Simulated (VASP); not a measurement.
# SiC2 (P3m1) in VASP: further runs

Aim: see how the results for SiC2 move with the level of theory and the settings. Levels: r2SCAN, PBE. Tasks: single point.

Program: VASP 6.6.1. These are calculated values, not measurements. Logs are shortened: lines on timing, memory, paths and dates and some standing lists are left out, and cuts for length are marked.

## (1) The cell of the first run

The structure is trigonal, space group P3m1 (No. 156). Conventional cell: a = 2.930 Å, b = 2.930 Å, c = 7.175 Å, α = 90.00°, β = 90.00°, γ = 120.00°. C (site symmetry 3m) has 3 C at 1.77 Å and 1 Si at 1.88 Å within 2.4 Å. C (site symmetry 3m) has 1 C at 1.54 Å and 3 Si at 1.83 Å within 2.1 Å. C (site symmetry 3m) has 4 Si at 1.82 to 1.87 Å within 2.4 Å. C (site symmetry 3m) has 4 C at 1.54 to 1.77 Å within 2.1 Å. Within 2.4 Å of Si (site symmetry 3m) lie 4 C at 1.83 to 1.87 Å. Si (site symmetry 3m) has 4 C at 1.82 to 1.88 Å within 2.4 Å.

## (2) Single point, r2SCAN

File POSCAR:

```
SiC2
1.0
    2.9301444276      0.0000000000      0.0000000000
   -1.4650722138      2.5375795110      0.0000000000
    0.0000000000      0.0000000000      7.1754817305
C Si
4 2
Direct
    0.0000000000      0.0000000000     -0.0197225612
    0.6666666667      0.3333333333      0.6910394813
    0.3333333333      0.6666666667      0.3353027557
    0.6666666667      0.3333333333      0.9057115828
    0.3333333333      0.6666666667      0.5953175289
    0.0000000000      0.0000000000      0.2423512125
```

File INCAR.step1:

```
  PREC = Accurate
  ENCUT = 520
  ISMEAR = 0
  SIGMA = 0.01
  LREAL = False
  LASPH = True
  NELM = 100
  NBANDS = 21
  GGA = PE
  ALGO = Normal
  EDIFF = 1E-4
  LWAVE = True
  LCHARG = False
```

File INCAR.step2:

```
  PREC = Accurate
  ENCUT = 520
  EDIFF = 1E-6
  ISMEAR = 0
  SIGMA = 0.01
  LREAL = False
  LASPH = True
  NELM = 100
  ALGO = Normal
  ISIF = 2
  LWAVE = False
  LCHARG = False
  METAGGA = R2SCAN
  LMIXTAU = True
  NBANDS = 21
  ISTART = 1
```

File KPOINTS:

```
regular mesh
0
Gamma
  9 9 4
```

Potentials or basis: VASP PAW PBE potentials, release 64 (C, Si).

Run with:

```console
> cat potpaw_PBE.64/C/POTCAR potpaw_PBE.64/Si/POTCAR > POTCAR
> cp INCAR.step1 INCAR
> mpirun -np 1 vasp_std > vasp.out
> cp INCAR.step2 INCAR
> mpirun -np 1 vasp_std > vasp.out
```

OUTCAR:

```text
PREC = Accurate
   ENCUT = 520
   EDIFF = 1E-6
   ISMEAR = 0
   LREAL = False
   LASPH = True
   NELM = 100
   ISIF = 2
   METAGGA = R2SCAN
   ISTART = 1

 ion  position               nearest neighbor table
   1  0.000  0.000  0.980-   4 1.77   4 1.77   4 1.77   6 1.88
   2  0.667  0.333  0.691-   4 1.54   5 1.83   5 1.83   5 1.83
   3  0.333  0.667  0.335-   6 1.82   6 1.82   6 1.82   5 1.87
   4  0.667  0.333  0.906-   2 1.54   1 1.77   1 1.77   1 1.77
   5  0.333  0.667  0.595-   2 1.83   2 1.83   2 1.83   3 1.87   6 3.05   6 3.05   6 3.05
   6  0.000  0.000  0.242-   3 1.82   3 1.82   3 1.82   1 1.88   5 3.05   5 3.05   5 3.05

  LATTYP: Found a hexagonal cell.
 ALAT       =     2.9301444276
 C/A-ratio  =     2.4488491635

  Lattice vectors:

 A1 = (   2.9301444276,   0.0000000000,   0.0000000000)
 A2 = (  -1.4650722138,   2.5375795110,   0.0000000000)
 A3 = (   0.0000000000,   0.0000000000,   7.1754817305)

Analysis of symmetry for initial positions (statically):
=====================================================================
 Subroutine PRICEL returns:
 Original cell was already a primitive cell.

 Routine SETGRP: Setting up the symmetry group for a
 hexagonal supercell.

 Subroutine GETGRP returns: Found  6 space group operations
 (whereof  6 operations were pure point group operations)
 out of a pool of 24 trial point group operations.

The static configuration has the point symmetry C_3v.

Analysis of symmetry for dynamics (positions and initial velocities):
=====================================================================
 Subroutine PRICEL returns:
 Original cell was already a primitive cell.

 Routine SETGRP: Setting up the symmetry group for a
 hexagonal supercell.

 Subroutine GETGRP returns: Found  6 space group operations
 (whereof  6 operations were pure point group operations)
 out of a pool of 24 trial point group operations.

The dynamic configuration has the point symmetry C_3v.

 Subroutine INISYM returns: Found  6 space group operations
 (whereof  6 operations are pure point group operations),
 and found     1 'primitive' translations

----------------------------------------------------------------------------------------

                                     Primitive cell

  volume of cell :      53.3531

[... 92 lines left out ...]
   LSORBIT =      F    spin-orbit coupling
   LASPH  =      T    aspherical Exc in radial PAW
   ENCUT  =  520.0 eV  38.22 Ry    6.18 a.u.   5.45  5.45 13.34*2*pi/ulx,y,z
   NELM   =    100;   NELMIN=  2; NELMDL=  0     # of ELM steps
   EDIFF  = 0.1E-05   stopping-criterion for ELM
   LREAL  =      F    real-space projection
   EDIFFG = 0.1E-04   stopping-criterion for IOM
   NSW    =      0    number of steps for IOM
   IBRION =     -1    ionic relax: 0-MD 1-quasi-New 2-CG
   NFREE  =      0    steps in history (QN), initial steepest desc. (CG)
   ISIF   =      2    stress and relaxation
   ISYM   =      2    0-nonsym 1-usesym 2-fastsym
   POTIM  = 0.5000    time-step for ionic-motion
   TEBEG  =    0.0;   TEEND  =   0.0 temperature during run
   PSTRESS=    0.0 pullay stress
   NELECT =      24.0000    total number of electrons
   NUPDOWN=      -1.0000    fix difference up-down
   EMIN   =  10.00;   EMAX   =-10.00  energy-range for DOS
   EFERMI =   0.00;   METHOD = LEGACY
   ISMEAR =     0;   SIGMA  =   0.01  broadening in eV -4-tet -1-fermi 0-gaus
   EFERMI_NEDOS =   21; number of points for ismear=-14 and -15
   IALGO  =     38    algorithm
   IMIX   =      4    mixing-type and parameters
     AMIX     =   0.40;   BMIX     =  1.00
     AMIX_MAG =   1.60;   BMIX_MAG =  1.00
  volume/ion in A,a.u.               =       8.89        60.01
  Fermi-wavevector in a.u.,A,eV,Ry     =   1.254369  2.370414 21.407974  1.573442
  Thomas-Fermi vector in A             =   2.388177
   LORBIT       =      0    0 simple, 1 ext, 2 COOP (PROOUT), +10 PAW based schemes
   METAGGA = R2SCAN    functional components
   LHFCALC =     F    Hartree Fock is set to
   AEXX    =    0.0000 exact exchange contribution
   IVDW    =     0    specifies the selected vdW correction
   LEPSILON=     F    determine dielectric tensor
   LRPA    =     F    only Hartree local field effects (RPA)
 non-spin polarized calculation
 Gauss-broadening in eV      SIGMA  =   0.01
  energy-cutoff  :      520.00
  volume of cell :       53.35
 maximum number of plane-waves:      1515
 NGX is ok and might be reduce to    24
   NGX = 11   NGY = 11   NGZ = 27

 number of electron      24.0000002 magnetization

 Free energy of the ion-electron system (eV)
  ---------------------------------------------------
  ext. energy  EPLUGINS =         0.00000000
  ---------------------------------------------------
  free energy    TOTEN  =       -55.66371975 eV

  energy without entropy =      -55.66371975  energy(sigma->0) =      -55.66371975

 E-fermi :   8.6874     XC(G=0): -12.4093

 val. band max:        8.6452918006   @ k =   0.0000   0.0000   0.0000
 cond. band min:      10.4441116429   @ k =   0.4444   0.0000   0.0000
 fundamental gap:      1.7988198423
 Fermi energy:         8.6873912260

 k-point     1 :       0.0000    0.0000    0.0000
  band No.  band energies     occupation
      1      -9.7431      2.00000
      2      -7.4350      2.00000
      3      -6.5324      2.00000
      4       0.1448      2.00000
      5       1.2780      2.00000
      6       5.9827      2.00000
[... 565 lines left out ...]
     20      18.3190      0.00000
     21      19.3461      0.00000

 [... further k-points ...]
[... 5 lines left out ...]
  --------------------------------------------------------------------------------------
  -------------------------------------------------------------------------------------
  Total       -0.0142210     -0.0142210     -0.0409360     -0.0000000      0.0000000      0.0000000
  in kB       -0.4270515     -0.4270515     -1.2292959     -0.0000000      0.0000000      0.0000000
  external PRESSURE =      -0.6944663 kB  Pullay stress =       0.0000000 kB

 VOLUME and BASIS-vectors are now :
 -----------------------------------------------------------------------------
  energy-cutoff  :      520.00
  volume of cell :       53.35
      direct lattice vectors                 reciprocal lattice vectors
     2.930144428  0.000000000  0.000000000     0.341280106  0.197038161  0.000000000
    -1.465072214  2.537579511  0.000000000     0.000000000  0.394076322  0.000000000
     0.000000000  0.000000000  7.175481730     0.000000000  0.000000000  0.139363465

 POSITION                                       TOTAL-FORCE (eV/Angst)
 -----------------------------------------------------------------------------------
      0.00000      0.00000      7.03396        -0.000000      0.000000      0.024090
      1.46507      0.84586      4.95854         0.000000      0.000000     -0.070943
     -0.00000      1.69172      2.40596         0.000000     -0.000000     -0.004172
      1.46507      0.84586      6.49892        -0.000000     -0.000000      0.033242
     -0.00000      1.69172      4.27169        -0.000000     -0.000000      0.009429
      0.00000      0.00000      1.73899        -0.000000      0.000000      0.008354
 -----------------------------------------------------------------------------------
    total drift:                                0.000000     -0.000000     -0.000786

  FREE ENERGIE OF THE ION-ELECTRON SYSTEM (eV)
  ---------------------------------------------------
  free  energy   TOTEN  =       -55.6637197497 eV

  energy  without entropy=      -55.6637197497  energy(sigma->0) =      -55.66371975
```

OUTCAR.step1:

```text
PREC = Accurate
   ENCUT = 520
   ISMEAR = 0
   LREAL = False
   LASPH = True
[... 813 lines left out ...]
     -0.00000      1.69172      2.40596         0.000000      0.000000      0.076837
      1.46507      0.84586      6.49892        -0.000000     -0.000000      0.137908
     -0.00000      1.69172      4.27169        -0.000000      0.000000     -0.148990
      0.00000      0.00000      1.73899         0.000000     -0.000000     -0.071187
 -----------------------------------------------------------------------------------
    total drift:                               -0.000000     -0.000000     -0.002568

  FREE ENERGIE OF THE ION-ELECTRON SYSTEM (eV)
  ---------------------------------------------------
  free  energy   TOTEN  =       -45.7272562722 eV

  energy  without entropy=      -45.7272562722  energy(sigma->0) =      -45.72725627
```

It took 1.9 min on 1 thread of Intel Xeon Platinum 8488C (Sapphire Rapids), shared host; peak memory 0.19 GiB.

What came out:

| Property | Result |
| --- | --- |
| Free energy | -55.6637 eV |
| Pressure | -0.1 GPa |
| Largest force | 0.071 eV/Å |
| Band gap on the k mesh | 1.80 eV, indirect (least direct gap 3.20 eV) |

Forces in eV/Å, atoms in the order of the input:
```
C    0.000  0.000  0.024
C    0.000  0.000 -0.071
C    0.000  0.000 -0.004
C    0.000  0.000  0.033
Si   0.000  0.000  0.009
Si   0.000  0.000  0.008
```

Stress tensor (GPa, compression positive):
```
-0.04  0.00  0.00
 0.00 -0.04  0.00
 0.00  0.00 -0.12
```

Caveat: the PAW data sets were made with another functional, which shifts forces and pressure a little.

## (3) Single point, PBE

File INCAR:

```
PREC = Accurate
ENCUT = 520
EDIFF = 1E-7
ISMEAR = 0
SIGMA = 0.01
LREAL = False
LASPH = True
NELM = 60
ALGO = Normal
ISIF = 2
LWAVE = False
LCHARG = False
GGA = PE
NBANDS = 21
```

File KPOINTS:

```
Automatic mesh
0
Gamma
  12 12 4
```

POSCAR is that of step 2.

Potentials or basis: VASP PAW PBE potentials, release 64 (C, Si).

Run with:

```console
> cat potpaw_PBE.64/C/POTCAR potpaw_PBE.64/Si/POTCAR > POTCAR
> mpirun -np 1 vasp_std > vasp.out
```

Wall time 57 s (1 thread of Intel Xeon Platinum 8488C (Sapphire Rapids), shared host); peak memory 0.21 GiB.

It converged, with:

* Free energy: -45.7279 eV
* Pressure: 3.4 GPa
* Largest force: 0.233 eV/Å
* Band gap on the k mesh: 1.33 eV, indirect (least direct gap 3.05 eV)

Forces on the atoms (eV/Å):
```
C    0.000  0.000 -0.228
C    0.000  0.000  0.233
C    0.000  0.000  0.077
C    0.000  0.000  0.140
Si   0.000  0.000 -0.151
Si   0.000  0.000 -0.071
```

Stress tensor (GPa, compression positive):
```
3.19 0.00 0.00
0.00 3.19 0.00
0.00 0.00 3.78
```

Levels at points of the mesh, in eV from the valence-band top:
| k point | band 8 | band 9 | band 10 | band 11 | band 12 | band 13 | band 14 | band 15 | band 16 | band 17 |
| --- | --- | --- | --- | --- | --- | --- | --- | --- | --- | --- |
| (0.00, 0.00, 0.00) | -1.01 | -1.01 | -0.69 | 0.00 | 0.00 | 3.05 | 4.83 | 4.83 | 5.31 | 6.66 |
| (0.50, 0.00, 0.00) | -4.73 | -3.89 | -3.28 | -2.71 | -1.85 | 1.33 | 3.04 | 4.98 | 5.15 | 6.97 |
| (0.00, 0.00, 0.50) | -2.50 | -0.90 | -0.90 | -0.14 | -0.14 | 3.11 | 4.95 | 4.95 | 5.31 | 6.86 |
| (0.50, 0.00, 0.50) | -5.31 | -4.65 | -3.12 | -2.03 | -1.41 | 2.33 | 2.85 | 4.71 | 5.45 | 6.45 |

## (4) Single point, r2SCAN (volume changed by +3%)

Edit POSCAR of step 3 so:

```diff
@@ -2,5 +2,5 @@
 1.0
-    2.9301444276      0.0000000000      0.0000000000
-   -1.4650722138      2.5375795110      0.0000000000
-    0.0000000000      0.0000000000      7.1754817305
+    2.9591576454      0.0000000000      0.0000000000
+   -1.4795788227      2.5627056947      0.0000000000
+    0.0000000000      0.0000000000      7.2465307247
 C Si
```

Edit INCAR.step1 of step 2 so:

```diff
@@ -6,3 +6,3 @@
   LASPH = True
-  NELM = 100
+  NELM = 60
   NBANDS = 21
```

Edit INCAR.step2 of step 2 so:

```diff
@@ -2,3 +2,3 @@
   ENCUT = 520
-  EDIFF = 1E-6
+  EDIFF = 1E-7
   ISMEAR = 0
@@ -7,3 +7,3 @@
   LASPH = True
-  NELM = 100
+  NELM = 60
   ALGO = Normal
```

File KPOINTS:

```
Automatic mesh
0
Gamma
  9 9 4
```

Run with:

```console
> cat potpaw_PBE.64/C/POTCAR potpaw_PBE.64/Si/POTCAR > POTCAR
> cp INCAR.step1 INCAR
> mpirun -np 1 vasp_std > vasp.out
> cp INCAR.step2 INCAR
> mpirun -np 1 vasp_std > vasp.out
```

Wall time 2.6 min (1 thread of Intel Xeon Platinum 8488C (Sapphire Rapids), shared host); peak memory 0.19 GiB.

It converged, with:

- Free energy: -55.6265 eV
- Pressure: -7.3 GPa
- Largest force: 0.183 eV/Å
- Band gap on the k mesh: 1.81 eV, indirect (least direct gap 2.92 eV)

Forces in eV/Å, atoms in the order of the input:
```
C    0.000  0.000  0.130
C    0.000  0.000 -0.073
C    0.000  0.000 -0.077
C    0.000  0.000 -0.183
Si   0.000  0.000  0.132
Si   0.000  0.000  0.070
```

Stress tensor (GPa, compression positive):
```
-6.98  0.00  0.00
 0.00 -6.98  0.00
 0.00  0.00 -8.04
```

Levels at points of the mesh, in eV from the valence-band top:
| k point | band 9 | band 10 | band 11 | band 12 | band 13 | band 14 | band 15 | band 16 |
| --- | --- | --- | --- | --- | --- | --- | --- | --- |
| (0.00, 0.00, 0.00) | -1.10 | -0.72 | 0.00 | 0.00 | 2.92 | 5.11 | 5.11 | 5.60 |
| (0.00, 0.00, 0.50) | -0.98 | -0.98 | -0.15 | -0.15 | 3.00 | 5.24 | 5.24 | 5.64 |

Caveat: the PAW data sets were made with another functional, which shifts forces and pressure a little. A k mesh can miss the band edges.

## (5) Single point, r2SCAN (volume changed by +6%)

Edit POSCAR of step 4 so:

```diff
@@ -2,5 +2,5 @@
 1.0
-    2.9591576454      0.0000000000      0.0000000000
-   -1.4795788227      2.5627056947      0.0000000000
-    0.0000000000      0.0000000000      7.2465307247
+    2.9876128299      0.0000000000      0.0000000000
+   -1.4938064150      2.5873486074      0.0000000000
+    0.0000000000      0.0000000000      7.3162131794
 C Si
```

File INCAR.step1:

```
  ALGO = Normal
  EDIFF = 1E-4
  ENCUT = 520
  GGA = PE
  ISMEAR = 0
  LASPH = T
  LCHARG = F
  LREAL = F
  LWAVE = T
  NBANDS = 21
  NELM = 80
  PREC = Accurate
  SIGMA = 0.01
```

File INCAR.step2:

```
  ALGO = Normal
  EDIFF = 1E-7
  ENCUT = 520
  ISIF = 2
  ISMEAR = 0
  ISTART = 1
  LASPH = T
  LCHARG = F
  LMIXTAU = T
  LREAL = F
  LWAVE = F
  METAGGA = R2SCAN
  NBANDS = 21
  NELM = 80
  PREC = Accurate
  SIGMA = 0.01
```

File KPOINTS:

```
k-points
0
Gamma
  9 9 4
```

Potentials or basis: VASP PAW PBE potentials, release 64 (C, Si).

Run with:

```console
> cat potpaw_PBE.64/C/POTCAR potpaw_PBE.64/Si/POTCAR > POTCAR
> cp INCAR.step1 INCAR
> mpirun -np 1 vasp_std > vasp.out
> cp INCAR.step2 INCAR
> mpirun -np 1 vasp_std > vasp.out
```

OUTCAR:

```text
EDIFF = 1E-7
   ENCUT = 520
   ISIF = 2
   ISMEAR = 0
   ISTART = 1
   LASPH = T
   LREAL = F
   METAGGA = R2SCAN
   NELM = 80
   PREC = Accurate

 ion  position               nearest neighbor table
   1  0.000  0.000  0.980-   4 1.81   4 1.81   4 1.81   6 1.92
   2  0.667  0.333  0.691-   4 1.57   5 1.86   5 1.86   5 1.86
   3  0.333  0.667  0.335-   6 1.85   6 1.85   6 1.85   5 1.90
   4  0.667  0.333  0.906-   2 1.57   1 1.81   1 1.81   1 1.81
   5  0.333  0.667  0.595-   2 1.86   2 1.86   2 1.86   3 1.90   6 3.11   6 3.11   6 3.11
   6  0.000  0.000  0.242-   3 1.85   3 1.85   3 1.85   1 1.92   5 3.11   5 3.11   5 3.11

[... 784 lines left out ...]
  Total       -4.5769354     -4.5769354     -5.2532902      0.0000000     -0.0000000      0.0000000
  in kB     -129.6640987   -129.6640987   -148.8251612      0.0000000     -0.0000000      0.0000000
  external PRESSURE =    -136.0511196 kB  Pullay stress =       0.0000000 kB

 VOLUME and BASIS-vectors are now :
 -----------------------------------------------------------------------------
  energy-cutoff  :      520.00
  volume of cell :       56.55
      direct lattice vectors                 reciprocal lattice vectors
     2.987612830  0.000000000  0.000000000     0.334715392  0.193248022  0.000000000
    -1.493806415  2.587348607  0.000000000     0.000000000  0.386496044  0.000000000
     0.000000000  0.000000000  7.316213179     0.000000000  0.000000000  0.136682731

 POSITION                                       TOTAL-FORCE (eV/Angst)
 -----------------------------------------------------------------------------------
      0.00000      0.00000      7.17192         0.000000     -0.000000      0.224379
      1.49381      0.86245      5.05579         0.000000     -0.000000     -0.074736
     -0.00000      1.72490      2.45315        -0.000000     -0.000000     -0.144189
      1.49381      0.86245      6.62638         0.000000      0.000000     -0.378453
     -0.00000      1.72490      4.35547        -0.000000      0.000000      0.244468
      0.00000      0.00000      1.77309        -0.000000      0.000000      0.128531
 -----------------------------------------------------------------------------------
    total drift:                               -0.000000      0.000000     -0.000970

  FREE ENERGIE OF THE ION-ELECTRON SYSTEM (eV)
  ---------------------------------------------------
  free  energy   TOTEN  =       -55.5218065705 eV

  energy  without entropy=      -55.5218065705  energy(sigma->0) =      -55.52180657
```

OSZICAR.step1:

```text
N       E                     dE             d eps       ncg     rms          rms(c)
DAV:   1     0.468999856727E+02    0.46900E+02   -0.11297E+04  1806   0.103E+03
DAV:   2    -0.450061348335E+02   -0.91906E+02   -0.87425E+02  2212   0.186E+02
DAV:   3    -0.495634345036E+02   -0.45573E+01   -0.45294E+01  2474   0.378E+01
DAV:   4    -0.496008435015E+02   -0.37409E-01   -0.37381E-01  2409   0.388E+00
DAV:   5    -0.496012311418E+02   -0.38764E-03   -0.38758E-03  2497   0.383E-01    0.133E+01
DAV:   6    -0.458032630562E+02    0.37980E+01   -0.89304E+00  2142   0.166E+01    0.599E+00
DAV:   7    -0.456887231293E+02    0.11454E+00   -0.18823E+00  2351   0.758E+00    0.292E+00
DAV:   8    -0.456586762305E+02    0.30047E-01   -0.17455E-01  2106   0.234E+00    0.676E-01
DAV:   9    -0.456540648361E+02    0.46114E-02   -0.33188E-02  2228   0.116E+00    0.157E-01
DAV:  10    -0.456546069424E+02   -0.54211E-03   -0.54969E-03  2512   0.427E-01    0.924E-02
DAV:  11    -0.456547083088E+02   -0.10137E-03   -0.47836E-04  2208   0.128E-01    0.343E-02
DAV:  12    -0.456547361284E+02   -0.27820E-04   -0.48885E-05  1273   0.483E-02
   1 F= -.45654736E+02 E0= -.45654736E+02  d E =-.736506E-15
```

Wall time 2.5 min (1 thread of Intel Xeon Platinum 8488C (Sapphire Rapids), shared host); peak memory 0.2 GiB.

Results:

* Free energy: -55.5218 eV
* Pressure: -13.6 GPa
* Largest force: 0.378 eV/Å
* Band gap on the k mesh: 1.82 eV, indirect (least direct gap 2.65 eV)

Forces on the atoms (eV/Å):
```
C    0.000  0.000  0.224
C    0.000  0.000 -0.075
C    0.000  0.000 -0.144
C    0.000  0.000 -0.378
Si   0.000  0.000  0.244
Si   0.000  0.000  0.129
```

Levels at points of the mesh, in eV from the valence-band top:
| k point | band 10 | band 11 | band 12 | band 13 | band 14 | band 15 |
| --- | --- | --- | --- | --- | --- | --- |
| (0.00, 0.00, 0.00) | -0.72 | 0.00 | 0.00 | 2.65 | 5.01 | 5.01 |
| (0.00, 0.00, 0.50) | -0.97 | -0.15 | -0.15 | 2.74 | 5.15 | 5.15 |

Caveat: the PAW data sets were made with another functional, which shifts forces and pressure a little. A k mesh can miss the band edges.

(Continued in part 2 of 2.)
